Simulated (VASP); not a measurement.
# AlCu (Pm-3m) in VASP: single point with LDA

Aim: the single point of AlCu with LDA.

Program: VASP 6.6.1. These are calculated values, not measurements. Logs are shortened: lines on timing, memory, paths and dates and some standing lists are left out, and cuts for length are marked.

### Step 1. The cell of the first run

Symmetry: Pm-3m, No. 221, cubic system. The conventional cell has a = 2.960 Å, b = 2.960 Å, c = 2.960 Å, α = 90.00°, β = 90.00°, γ = 90.00°. Al (site symmetry m-3m) has 8 Cu at 2.56 Å and 6 Al at 2.96 Å within 3.4 Å. Within 3.4 Å of Cu (site symmetry m-3m) lie 8 Al at 2.56 Å and 6 Cu at 2.96 Å.

### Step 2. Single point, LDA

The input, INCAR:

```
SYSTEM = AlCu
PREC = Accurate ; ENCUT = 820
EDIFF = 1E-6 ; ISMEAR = -1
SIGMA = 0.1 ; LREAL = .FALSE.
LASPH = .TRUE. ; NELM = 120
ALGO = Normal ; ISIF = 2
LWAVE = .FALSE. ; LCHARG = .FALSE.
GGA = CA ; NBANDS = 18
GGA_COMPAT = .FALSE.
```

The input, KPOINTS:

```
regular mesh
0
G
  9 9 9
  0 0 0
```

The input, POSCAR:

```
AlCu
1.0
    2.9601825127      0.0000000000      0.0000000000
    0.0000000000      2.9601825127      0.0000000000
    0.0000000000      0.0000000000      2.9601825127
Al Cu
1 1
Direct
    0.0000000000      0.0000000000      0.0000000000
    0.5000000000      0.5000000000      0.5000000000
```

Potentials or basis: VASP PAW LDA potentials, release 64 (Al, Cu_sv_GW).

Run with:

```console
$ cat potpaw_LDA.64/Al/POTCAR potpaw_LDA.64/Cu_sv_GW/POTCAR > POTCAR
$ mpirun -np 1 vasp_std > vasp.out
```

OUTCAR:

```text
SYSTEM = AlCu
   PREC = Accurate
   ENCUT = 820
   EDIFF = 1E-6
   ISMEAR = -1
   LREAL = .FALSE.
   LASPH = .TRUE.
   NELM = 120
   ISIF = 2
   GGA = CA

 ion  position               nearest neighbor table
   1  0.000  0.000  0.000-   2 2.56   2 2.56   2 2.56   2 2.56   2 2.56   2 2.56   2 2.56   2 2.56

   2  0.500  0.500  0.500-   1 2.56   1 2.56   1 2.56   1 2.56   1 2.56   1 2.56   1 2.56   1 2.56

  LATTYP: Found a simple cubic cell.
 ALAT       =     2.9601825127

  Lattice vectors:

 A1 = (   2.9601825127,   0.0000000000,   0.0000000000)
 A2 = (   0.0000000000,   2.9601825127,   0.0000000000)
 A3 = (   0.0000000000,   0.0000000000,   2.9601825127)

Analysis of symmetry for initial positions (statically):
=====================================================================
 Subroutine PRICEL returns:
 Original cell was already a primitive cell.

 Routine SETGRP: Setting up the symmetry group for a
 simple cubic supercell.

 Subroutine GETGRP returns: Found 48 space group operations
 (whereof 48 operations were pure point group operations)
 out of a pool of 48 trial point group operations.

The static configuration has the point symmetry O_h .

Analysis of symmetry for dynamics (positions and initial velocities):
=====================================================================
 Subroutine PRICEL returns:
 Original cell was already a primitive cell.

 Routine SETGRP: Setting up the symmetry group for a
 simple cubic supercell.

 Subroutine GETGRP returns: Found 48 space group operations
 (whereof 48 operations were pure point group operations)
 out of a pool of 48 trial point group operations.

The dynamic configuration has the point symmetry O_h .

 Subroutine INISYM returns: Found 48 space group operations
 (whereof 48 operations are pure point group operations),
 and found     1 'primitive' translations

----------------------------------------------------------------------------------------

                                     Primitive cell

  volume of cell :      25.9391

  direct lattice vectors                    reciprocal lattice vectors
     2.960182513  0.000000000  0.000000000     0.337817008  0.000000000  0.000000000
     0.000000000  2.960182513  0.000000000     0.000000000  0.337817008  0.000000000
     0.000000000  0.000000000  2.960182513     0.000000000  0.000000000  0.337817008

  length of vectors
     2.960182513  2.960182513  2.960182513     0.337817008  0.337817008  0.337817008

  position of ions in fractional coordinates (direct lattice)
     0.000000000  0.000000000  0.000000000
     0.500000000  0.500000000  0.500000000

  ion indices of the primitive-cell ions
   primitive index   ion index
                 1           1
                 2           2

----------------------------------------------------------------------------------------

 KPOINTS: regular mesh

Automatic generation of k-mesh.
 Grid dimensions read from file:
 generate k-points for:    9    9    9

 Generating k-lattice:

  Cartesian coordinates                     Fractional coordinates (reciprocal lattice)
     0.037535223  0.000000000  0.000000000     0.111111111  0.000000000  0.000000000
     0.000000000  0.037535223  0.000000000     0.000000000  0.111111111  0.000000000
     0.000000000  0.000000000  0.037535223     0.000000000  0.000000000  0.111111111

  Length of vectors
     0.037535223  0.037535223  0.037535223

  Shift w.r.t. Gamma in fractional coordinates (k-lattice)
     0.000000000  0.000000000  0.000000000

 Subroutine IBZKPT returns following result:
 ===========================================

 Found     35 irreducible k-points:

 Following reciprocal coordinates:
            Coordinates               Weight
  0.000000  0.000000  0.000000      1.000000
  0.111111  0.000000  0.000000      6.000000
  0.222222  0.000000  0.000000      6.000000
  0.333333  0.000000  0.000000      6.000000
  0.444444  0.000000  0.000000      6.000000
  0.111111  0.111111  0.000000     12.000000
[... 16 lines left out ...]
  0.333333  0.333333  0.111111     24.000000
  0.444444  0.333333  0.111111     48.000000
 [... further k-points ...]
   k-points           NKPTS =     35   k-points in BZ     NKDIM =     35   number of bands    NBANDS=     18
   number of dos      NEDOS =    301   number of ions     NIONS =      2
   total plane-waves  NPLWV =  21952
   dimension x,y,z NGX =    28 NGY =   28 NGZ =   28
   dimension x,y,z NGXF=    56 NGYF=   56 NGZF=   56
   ions per type =               1   1
   NGX,Y,Z   is equivalent  to a cutoff of  15.72, 15.72, 15.72 a.u.
   NGXF,Y,Z  is equivalent  to a cutoff of  31.45, 31.45, 31.45 a.u.
 SYSTEM =  AlCu
   PREC   = accura    normal or accurate (medium, high low for compatibility)
   ISTART =      0    job   : 0-new  1-cont  2-samecut
   ICHARG =      2    charge: 1-file 2-atom 10-const
   ISPIN  =      1    spin polarized calculation?
   LNONCOLLINEAR =      F non collinear calculations
   LSORBIT =      F    spin-orbit coupling
   LASPH  =      T    aspherical Exc in radial PAW
   ENCUT  =  820.0 eV  60.27 Ry    7.76 a.u.   6.91  6.91  6.91*2*pi/ulx,y,z
   NELM   =    120;   NELMIN=  2; NELMDL= -5     # of ELM steps
   EDIFF  = 0.1E-05   stopping-criterion for ELM
   LREAL  =      F    real-space projection
   EDIFFG = 0.1E-04   stopping-criterion for IOM
   NSW    =      0    number of steps for IOM
   IBRION =     -1    ionic relax: 0-MD 1-quasi-New 2-CG
   NFREE  =      0    steps in history (QN), initial steepest desc. (CG)
   ISIF   =      2    stress and relaxation
   ISYM   =      2    0-nonsym 1-usesym 2-fastsym
   POTIM  = 0.5000    time-step for ionic-motion
   TEBEG  =    0.0;   TEEND  =   0.0 temperature during run
   PSTRESS=    0.0 pullay stress
   NELECT =      22.0000    total number of electrons
   NUPDOWN=      -1.0000    fix difference up-down
   EMIN   =  10.00;   EMAX   =-10.00  energy-range for DOS
   EFERMI =   0.00;   METHOD = LEGACY
   ISMEAR =    -1;   SIGMA  =   0.10  broadening in eV -4-tet -1-fermi 0-gaus
   EFERMI_NEDOS =   21; number of points for ismear=-14 and -15
   IALGO  =     38    algorithm
   IMIX   =      4    mixing-type and parameters
     AMIX     =   0.40;   BMIX     =  1.00
     AMIX_MAG =   1.60;   BMIX_MAG =  1.00
  volume/ion in A,a.u.               =      12.97        87.52
  Fermi-wavevector in a.u.,A,eV,Ry     =   1.549639  2.928393 32.672777  2.401381
  Thomas-Fermi vector in A             =   2.654417
   LORBIT       =      0    0 simple, 1 ext, 2 COOP (PROOUT), +10 PAW based schemes
   GGA     = CA    functional components
   LHFCALC =     F    Hartree Fock is set to
   AEXX    =    0.0000 exact exchange contribution
   IVDW    =     0    specifies the selected vdW correction
   LEPSILON=     F    determine dielectric tensor
   LRPA    =     F    only Hartree local field effects (RPA)
 non-spin polarized calculation
  energy-cutoff  :      820.00
  volume of cell :       25.94
 maximum number of plane-waves:      1409
 NGX is ok and might be reduce to    28
   NGX = 13   NGY = 13   NGZ = 13

 number of electron      21.9999980 magnetization

 Free energy of the ion-electron system (eV)
  ---------------------------------------------------
  ext. energy  EPLUGINS =         0.00000000
  ---------------------------------------------------
  free energy    TOTEN  =        -9.36519489 eV

  energy without entropy =       -9.34109312  energy(sigma->0) =       -9.35314401

 E-fermi :   9.1854     XC(G=0): -12.2505

 val. band max:        9.1642609004   @ k =   0.3333   0.3333   0.0000
 cond. band min:       9.1964513163   @ k =   0.2222   0.2222   0.1111
 fundamental gap:      0.0321904159
 Fermi energy:         9.1854005342

 k-point     1 :       0.0000    0.0000    0.0000
  band No.  band energies     occupation
      1    -103.8125      2.00000
      2     -61.7624      2.00000
      3     -61.7624      2.00000
      4     -61.7624      2.00000
      5      -2.5205      2.00000
      6       4.1406      2.00000
[... 10 lines left out ...]
     17      27.8877      0.00000
     18      27.8878      0.00000

 k-point     2 :       0.1111    0.0000    0.0000
  band No.  band energies     occupation
      1    -103.8125      2.00000
      2     -61.7637      2.00000
      3     -61.7623      2.00000
      4     -61.7623      2.00000
      5      -2.3067      2.00000
      6       4.1494      2.00000
[... 10 lines left out ...]
     17      25.8695      0.00000
     18      25.9066      0.00000

 k-point     3 :       0.2222    0.0000    0.0000
  band No.  band energies     occupation
      1    -103.8123      2.00000
      2     -61.7664      2.00000
      3     -61.7621      2.00000
      4     -61.7621      2.00000
      5      -1.6716      2.00000
      6       4.0922      2.00000
[... 10 lines left out ...]
     17      23.2077      0.00000
     18      23.3947      0.00000

 k-point     4 :       0.3333    0.0000    0.0000
  band No.  band energies     occupation
      1    -103.8120      2.00000
      2     -61.7695      2.00000
      3     -61.7618      2.00000
      4     -61.7618      2.00000
      5      -0.6380      2.00000
      6       3.6129      2.00000
[... 375 lines left out ...]
      4     -61.7625      2.00000
      5       1.5921      2.00000
      6       2.9847      2.00000
[... 10 lines left out ...]
     17      23.2291      0.00000
     18      24.6215      0.00000

 k-point    23 :       0.3333    0.3333    0.1111
  band No.  band energies     occupation
      1    -103.8117      2.00000
      2     -61.7690      2.00000
      3     -61.7690      2.00000
      4     -61.7624      2.00000
      5       1.2321      2.00000
      6       3.8835      2.00000
[... 10 lines left out ...]
     17      21.8906      0.00000
     18      26.0712      0.00000

 k-point    24 :       0.4444    0.3333    0.1111
  band No.  band energies     occupation
      1    -103.8116      2.00000
      2     -61.7712      2.00000
      3     -61.7689      2.00000
      4     -61.7623      2.00000
      5       2.2387      2.00000
      6       3.5226      2.00000
[... 10 lines left out ...]
     17      22.8995      0.00000
     18      24.3375      0.00000

 [... further k-points ...]

------------------------ aborting loop because EDIFF is reached ----------------------------------------

  FORCE on cell =-STRESS in cart. coord.  units (eV):
  Direction    XX          YY          ZZ          XY          YZ          ZX
  --------------------------------------------------------------------------------------
  -------------------------------------------------------------------------------------
  Total       -0.7727938     -0.7727938     -0.7727938      0.0000000      0.0000000      0.0000000
  in kB      -47.7330024    -47.7330024    -47.7330024      0.0000000      0.0000000      0.0000000
  external PRESSURE =     -47.7330024 kB  Pullay stress =       0.0000000 kB

 VOLUME and BASIS-vectors are now :
 -----------------------------------------------------------------------------
  energy-cutoff  :      820.00
  volume of cell :       25.94
      direct lattice vectors                 reciprocal lattice vectors
     2.960182513  0.000000000  0.000000000     0.337817008  0.000000000  0.000000000
     0.000000000  2.960182513  0.000000000     0.000000000  0.337817008  0.000000000
     0.000000000  0.000000000  2.960182513     0.000000000  0.000000000  0.337817008

 POSITION                                       TOTAL-FORCE (eV/Angst)
 -----------------------------------------------------------------------------------
      0.00000      0.00000      0.00000         0.000000      0.000000      0.000000
      1.48009      1.48009      1.48009         0.000000      0.000000      0.000000
 -----------------------------------------------------------------------------------
    total drift:                                0.000000      0.000000      0.000000

  FREE ENERGIE OF THE ION-ELECTRON SYSTEM (eV)
  ---------------------------------------------------
  free  energy   TOTEN  =        -9.3651948905 eV

  energy  without entropy=       -9.3410931236  energy(sigma->0) =       -9.35314401
```

It took 34 s on 1 thread of Intel Xeon Platinum 8259CL at 2.50GHz (Skylake/Cascade Lake), shared host; peak memory 0.18 GiB.

What came out:

```yaml
Free_energy: -9.3652 eV
Pressure: -4.8 GPa
Band_gap_on_the_k_mesh: zero (bands 11 and 12 overlap by 4.44 eV)
```

Caveat: the cell stands under tension.

The gap in the log of VASP goes by the Fermi energy; the results here count the filled bands.